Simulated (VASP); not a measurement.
# Hg (Fm-3m) in VASP: a series of runs

Runs on Hg. Level: PBE+D3(BJ). Tasks: single point.

All numbers are computed with VASP 6.6.1; they aren't measurements. Logs are shortened: lines on timing, memory, paths and dates and some standing lists are left out, and cuts for length are marked.

## 1. The cell of the first run

It takes space group Fm-3m (No. 225, cubic). The conventional cell has a = 4.634 Å, b = 4.634 Å, c = 4.634 Å, α = 90.00°, β = 90.00°, γ = 90.00°. Within 4.3 Å of Hg (site symmetry m-3m) lie 12 Hg at 3.28 Å.

## 2. Single point, PBE+D3(BJ)

Contents of INCAR:

```
ALGO = Fast
EDIFF = 1E-6
ENCUT = 520
GGA = PE
ISIF = 2
ISMEAR = 0
IVDW = 12
LASPH = T
LCHARG = T
LELF = T
LREAL = F
LVHAR = T
LWAVE = F
NBANDS = 12
NELM = 60
PREC = Accurate
SIGMA = 0.1
```

Contents of KPOINTS:

```
k-points
0
Gamma
  16 16 16
```

Contents of POSCAR:

```
Hg
1.0
    0.0000000000      2.3168736619      2.3168736619
    2.3168736619      0.0000000000      2.3168736619
    2.3168736619      2.3168736619      0.0000000000
Hg
1
Direct
    0.0000000000      0.0000000000      0.0000000000
```

Potentials or basis: VASP PAW PBE potentials, release 64 (Hg).

Started as:

```console
> cat potpaw_PBE.64/Hg/POTCAR > POTCAR
> mpirun -np 1 vasp_std > vasp.out
```

OUTCAR:

```text
EDIFF = 1E-6
   ENCUT = 520
   GGA = PE
   ISIF = 2
   ISMEAR = 0
   IVDW = 12
   LASPH = T
   LREAL = F
   NELM = 60
   PREC = Accurate
 IVDW          = 12

 ion  position               nearest neighbor table
   1  0.000  0.000  0.000-

  LATTYP: Found a face centered cubic cell.
 ALAT       =     4.6337473238

  Lattice vectors:

 A1 = (   0.0000000000,   2.3168736619,   2.3168736619)
 A2 = (   2.3168736619,   0.0000000000,   2.3168736619)
 A3 = (   2.3168736619,   2.3168736619,   0.0000000000)

Analysis of symmetry for initial positions (statically):
=====================================================================
 Subroutine PRICEL returns:
 Original cell was already a primitive cell.

 Routine SETGRP: Setting up the symmetry group for a
 face centered cubic supercell.

 Subroutine GETGRP returns: Found 48 space group operations
 (whereof 48 operations were pure point group operations)
 out of a pool of 48 trial point group operations.

The static configuration has the point symmetry O_h .

Analysis of symmetry for dynamics (positions and initial velocities):
=====================================================================
 Subroutine PRICEL returns:
 Original cell was already a primitive cell.

 Routine SETGRP: Setting up the symmetry group for a
 face centered cubic supercell.

 Subroutine GETGRP returns: Found 48 space group operations
 (whereof 48 operations were pure point group operations)
 out of a pool of 48 trial point group operations.

The dynamic configuration has the point symmetry O_h .

 Subroutine INISYM returns: Found 48 space group operations
 (whereof 48 operations are pure point group operations),
 and found     1 'primitive' translations

----------------------------------------------------------------------------------------

                                     Primitive cell

  volume of cell :      24.8735

  direct lattice vectors                    reciprocal lattice vectors
     0.000000000  2.316873662  2.316873662    -0.215808056  0.215808056  0.215808056
     2.316873662  0.000000000  2.316873662     0.215808056 -0.215808056  0.215808056
     2.316873662  2.316873662  0.000000000     0.215808056  0.215808056 -0.215808056

  length of vectors
     3.276554155  3.276554155  3.276554155     0.373790517  0.373790517  0.373790517

  position of ions in fractional coordinates (direct lattice)
     0.000000000  0.000000000  0.000000000

  ion indices of the primitive-cell ions
   primitive index   ion index
                 1           1

----------------------------------------------------------------------------------------

 KPOINTS: k-points

Automatic generation of k-mesh.
 Grid dimensions read from file:
 generate k-points for:   16   16   16

 Generating k-lattice:

  Cartesian coordinates                     Fractional coordinates (reciprocal lattice)
    -0.013488003  0.013488003  0.013488003     0.062500000  0.000000000  0.000000000
     0.013488003 -0.013488003  0.013488003     0.000000000  0.062500000  0.000000000
     0.013488003  0.013488003 -0.013488003     0.000000000  0.000000000  0.062500000

  Length of vectors
     0.023361907  0.023361907  0.023361907

  Shift w.r.t. Gamma in fractional coordinates (k-lattice)
     0.000000000  0.000000000  0.000000000

 Subroutine IBZKPT returns following result:
 ===========================================

 Found    145 irreducible k-points:

 Following reciprocal coordinates:
            Coordinates               Weight
  0.000000  0.000000  0.000000      1.000000
  0.062500  0.000000  0.000000      8.000000
  0.125000  0.000000  0.000000      8.000000
  0.187500  0.000000  0.000000      8.000000
  0.250000  0.000000  0.000000      8.000000
  0.312500  0.000000  0.000000      8.000000
[... 16 lines left out ...]
 -0.125000  0.062500  0.000000     24.000000
 -0.062500  0.062500  0.000000     12.000000
 [... further k-points ...]
   k-points           NKPTS =    145   k-points in BZ     NKDIM =    145   number of bands    NBANDS=     12
   number of dos      NEDOS =    301   number of ions     NIONS =      1
   total plane-waves  NPLWV =  13824
   dimension x,y,z NGX =    24 NGY =   24 NGZ =   24
   dimension x,y,z NGXF=    48 NGYF=   48 NGZF=   48
   ions per type =               1
   NGX,Y,Z   is equivalent  to a cutoff of  12.18, 12.18, 12.18 a.u.
   NGXF,Y,Z  is equivalent  to a cutoff of  24.35, 24.35, 24.35 a.u.
 SYSTEM =  unknown system
   PREC   = accura    normal or accurate (medium, high low for compatibility)
   ISTART =      0    job   : 0-new  1-cont  2-samecut
   ICHARG =      2    charge: 1-file 2-atom 10-const
   ISPIN  =      1    spin polarized calculation?
   LNONCOLLINEAR =      F non collinear calculations
   LSORBIT =      F    spin-orbit coupling
   LASPH  =      T    aspherical Exc in radial PAW
   ENCUT  =  520.0 eV  38.22 Ry    6.18 a.u.   6.09  6.09  6.09*2*pi/ulx,y,z
   NELM   =     60;   NELMIN=  2; NELMDL= -5     # of ELM steps
   EDIFF  = 0.1E-05   stopping-criterion for ELM
   LREAL  =      F    real-space projection
   EDIFFG = 0.1E-04   stopping-criterion for IOM
   NSW    =      0    number of steps for IOM
   IBRION =     -1    ionic relax: 0-MD 1-quasi-New 2-CG
   NFREE  =      0    steps in history (QN), initial steepest desc. (CG)
   ISIF   =      2    stress and relaxation
   ISYM   =      2    0-nonsym 1-usesym 2-fastsym
   POTIM  = 0.5000    time-step for ionic-motion
   TEBEG  =    0.0;   TEEND  =   0.0 temperature during run
   PSTRESS=    0.0 pullay stress
   NELECT =      12.0000    total number of electrons
   NUPDOWN=      -1.0000    fix difference up-down
   EMIN   =  10.00;   EMAX   =-10.00  energy-range for DOS
   EFERMI =   0.00;   METHOD = LEGACY
   ISMEAR =     0;   SIGMA  =   0.10  broadening in eV -4-tet -1-fermi 0-gaus
   EFERMI_NEDOS =   21; number of points for ismear=-14 and -15
   IALGO  =     68    algorithm
   IMIX   =      4    mixing-type and parameters
     AMIX     =   0.40;   BMIX     =  1.00
     AMIX_MAG =   1.60;   BMIX_MAG =  1.00
  volume/ion in A,a.u.               =      24.87       167.85
  Fermi-wavevector in a.u.,A,eV,Ry     =   1.283974  2.426359 22.430418  1.648589
  Thomas-Fermi vector in A             =   2.416195
   LORBIT       =      0    0 simple, 1 ext, 2 COOP (PROOUT), +10 PAW based schemes
   GGA     = PE    functional components
   LHFCALC =     F    Hartree Fock is set to
   AEXX    =    0.0000 exact exchange contribution
   IVDW    =    12    specifies the selected vdW correction
   LEPSILON=     F    determine dielectric tensor
   LRPA    =     F    only Hartree local field effects (RPA)
 non-spin polarized calculation
 RMM-DIIS sequential band-by-band and
 Gauss-broadening in eV      SIGMA  =   0.10
  energy-cutoff  :      520.00
  volume of cell :       24.87
 maximum number of plane-waves:       692
   NGX = 13   NGY = 13   NGZ = 13

 number of electron      11.9999998 magnetization

 Free energy of the ion-electron system (eV)
  ---------------------------------------------------
  ext. energy  EPLUGINS =         0.00000000
  ---------------------------------------------------
  free energy    TOTEN  =        -0.12608500 eV

  energy without entropy =       -0.12394868  energy(sigma->0) =       -0.12501684

 E-fermi :   2.1894     XC(G=0): -10.5743

 val. band max:        2.1720890903   @ k =  -0.4375   0.1875   0.0625
 cond. band min:       2.2161996909   @ k =  -0.3125   0.4375   0.1875
 fundamental gap:      0.0441106006
 Fermi energy:         2.1894328881

 k-point     1 :       0.0000    0.0000    0.0000
  band No.  band energies     occupation
      1      -6.2868      2.00000
      2      -4.5133      2.00000
      3      -4.5133      2.00000
      4      -4.5133      2.00000
      5      -3.9419      2.00000
      6      -3.9419      2.00000
      7      15.8073      0.00000
      8      16.6209      0.00000
      9      16.6209      0.00000
     10      16.6209      0.00000
     11      20.6438      0.00000
     12      21.7134      0.00000

 k-point     2 :       0.0625    0.0000    0.0000
  band No.  band energies     occupation
      1      -6.1912      2.00000
      2      -4.5237      2.00000
      3      -4.4929      2.00000
      4      -4.4929      2.00000
      5      -3.9474      2.00000
      6      -3.9474      2.00000
      7      15.3417      0.00000
      8      15.9852      0.00000
      9      16.5583      0.00000
     10      16.5583      0.00000
     11      20.7882      0.00000
     12      21.7641      0.00000

 k-point     3 :       0.1250    0.0000    0.0000
  band No.  band energies     occupation
      1      -5.9199      2.00000
      2      -4.5353      2.00000
      3      -4.4424      2.00000
      4      -4.4424      2.00000
      5      -3.9539      2.00000
      6      -3.9539      2.00000
      7      13.2541      0.00000
      8      16.0310      0.00000
      9      16.3687      0.00000
     10      16.3687      0.00000
     11      20.3155      0.00000
     12      21.6719      0.00000

 k-point     4 :       0.1875    0.0000    0.0000
  band No.  band energies     occupation
      1      -5.5533      2.00000
      2      -4.4574      2.00000
      3      -4.3962      2.00000
      4      -4.3962      2.00000
      5      -3.9304      2.00000
      6      -3.9304      2.00000
      7      10.9545      0.00000
      8      16.0522      0.00000
      9      16.0522      0.00000
     10      16.0678      0.00000
     11      19.7867      0.00000
     12      21.1668      0.00000

 k-point     5 :       0.2500    0.0000    0.0000
  band No.  band energies     occupation
      1      -5.3143      2.00000
      2      -4.3922      2.00000
      3      -4.3922      2.00000
      4      -4.0530      2.00000
      5      -3.8459      2.00000
      6      -3.8459      2.00000
      7       8.6772      0.00000
      8      15.6311      0.00000
      9      15.6311      0.00000
     10      15.9366      0.00000
     11      19.5187      0.00000
     12      20.6205      0.00000
[... 228 lines left out ...]
      1      -5.2226      2.00000
      2      -4.4202      2.00000
      3      -4.3726      2.00000
      4      -4.0269      2.00000
      5      -3.8956      2.00000
      6      -3.4807      2.00000
      7       7.9978      0.00000
      8      13.6746      0.00000
      9      16.2961      0.00000
     10      16.3451      0.00000
     11      19.0010      0.00000
     12      19.9457      0.00000

 k-point    22 :      -0.1875    0.0625    0.0000
  band No.  band energies     occupation
      1      -5.3693      2.00000
      2      -4.4986      2.00000
      3      -4.3624      2.00000
      4      -4.3115      2.00000
      5      -3.9948      2.00000
      6      -3.7772      2.00000
      7      10.2377      0.00000
      8      14.0134      0.00000
      9      16.6864      0.00000
     10      16.9462      0.00000
     11      18.9469      0.00000
     12      20.2949      0.00000

 k-point    23 :      -0.1250    0.0625    0.0000
  band No.  band energies     occupation
      1      -5.7204      2.00000
      2      -4.5720      2.00000
      3      -4.4077      2.00000
      4      -4.3785      2.00000
      5      -4.0110      2.00000
      6      -3.8868      2.00000
      7      12.5213      0.00000
      8      14.4245      0.00000
      9      16.6681      0.00000
     10      17.1538      0.00000
     11      19.4472      0.00000
     12      21.0224      0.00000

 k-point    24 :      -0.0625    0.0625    0.0000
  band No.  band energies     occupation
      1      -6.0356      2.00000
      2      -4.5500      2.00000
      3      -4.4658      2.00000
      4      -4.4443      2.00000
      5      -3.9809      2.00000
      6      -3.9263      2.00000
      7      14.5972      0.00000
      8      15.0027      0.00000
      9      16.4187      0.00000
     10      16.9670      0.00000
     11      20.2916      0.00000
     12      21.7370      0.00000

 [... further k-points ...]

------------------------ aborting loop because EDIFF is reached ----------------------------------------

 Edisp (eV)   -0.42078

 E8    (eV) :    -0.1906

  FORCE on cell =-STRESS in cart. coord.  units (eV):
  Direction    XX          YY          ZZ          XY          YZ          ZX
  --------------------------------------------------------------------------------------
  -------------------------------------------------------------------------------------
  Total       0.03955     0.03955     0.03955     0.00000    -0.00000     0.00000
  in kB       2.54759     2.54759     2.54759     0.00000    -0.00000     0.00000
  external pressure =        2.55 kB  Pullay stress =        0.00 kB

 VOLUME and BASIS-vectors are now :
 -----------------------------------------------------------------------------
  energy-cutoff  :      520.00
  volume of cell :       24.87
      direct lattice vectors                 reciprocal lattice vectors
     0.000000000  2.316873662  2.316873662    -0.215808056  0.215808056  0.215808056
     2.316873662  0.000000000  2.316873662     0.215808056 -0.215808056  0.215808056
     2.316873662  2.316873662  0.000000000     0.215808056  0.215808056 -0.215808056

 POSITION                                       TOTAL-FORCE (eV/Angst)
 -----------------------------------------------------------------------------------
      0.00000      0.00000      0.00000        -0.000000     -0.000000     -0.000000
 -----------------------------------------------------------------------------------
    total drift:                               -0.000000     -0.000000     -0.000000

  FREE ENERGIE OF THE ION-ELECTRON SYSTEM (eV)
  ---------------------------------------------------
  free  energy   TOTEN  =        -0.5468621138 eV

  energy  without entropy=       -0.5447257885  energy(sigma->0) =       -0.54579395
```

Wall time 11 s (1 thread of Intel Xeon 6975P-C (Granite Rapids), shared host); peak memory 0.17 GiB.

Results:

| Item | Value |
| --- | --- |
| Free energy | -0.5469 eV |
| Pressure | 0.3 GPa |
| Band gap on the k mesh | zero (band 6 reaches 2.55 eV, above the bottom of band 7 at 0.96 eV) |
| Dispersion energy per atom | -0.421 eV |

Caveat: spin-orbit coupling is left out, which moves the levels of the heavy elements; pairwise dispersion overbinds metals, which lowers pressure and volume.

## 3. Single point, PBE+D3(BJ) (volume scaled by 1.03)

Contents of INCAR:

```
SYSTEM = Hg
PREC = Accurate ; ENCUT = 520
EDIFF = 1E-7 ; ISMEAR = 0
SIGMA = 0.1 ; LREAL = .False.
LASPH = .True. ; NELM = 60
ALGO = Normal ; ISIF = 2
LWAVE = .False. ; LCHARG = .False.
GGA = PE ; IVDW = 12
NBANDS = 12
```

Contents of KPOINTS:

```
regular mesh
0
Gamma
  16 16 16
  0 0 0
```

Contents of POSCAR:

```
Hg
1.0
    0.0000000000      2.3398144970      2.3398144970
    2.3398144970      0.0000000000      2.3398144970
    2.3398144970      2.3398144970      0.0000000000
Hg
1
Direct
    0.0000000000      0.0000000000      0.0000000000
```

Potentials or basis: VASP PAW PBE potentials, release 64 (Hg).

Started as:

```console
> cat potpaw_PBE.64/Hg/POTCAR > POTCAR
> mpirun -np 1 vasp_std > vasp.out
```

Run time: 18 s. Hardware: 1 thread of Intel Xeon 6975P-C (Granite Rapids), shared host; peak memory 0.19 GiB.

The run converged. Its results:

- Free energy: -0.5472 eV
- Pressure: -0.2 GPa
- Band gap on the k mesh: zero (band 6 reaches 2.25 eV, above the bottom of band 7 at 0.87 eV)
- Dispersion energy per atom: -0.409 eV

Levels at points of the mesh, in eV from the Fermi level:
```
           k point  band 2  band 3  band 4  band 5  band 6  band 7  band 8  band 9  band 10  band 11
(0.00, 0.00, 0.00)   -6.59   -6.59   -6.59   -6.06   -6.06   13.57   14.18   14.18    14.18    18.18
(0.50, 0.00, 0.00)   -6.59   -6.59   -5.60   -5.60   -1.60   -1.08   11.94   11.94    12.85    17.14
(0.50, 0.50, 0.00)   -7.33   -5.63   -5.48   -5.48    0.22    0.31    6.92    6.92    11.02    12.65
```

Caveat: spin-orbit coupling is left out, which moves the levels of the heavy elements; pairwise dispersion overbinds metals, which lowers pressure and volume.
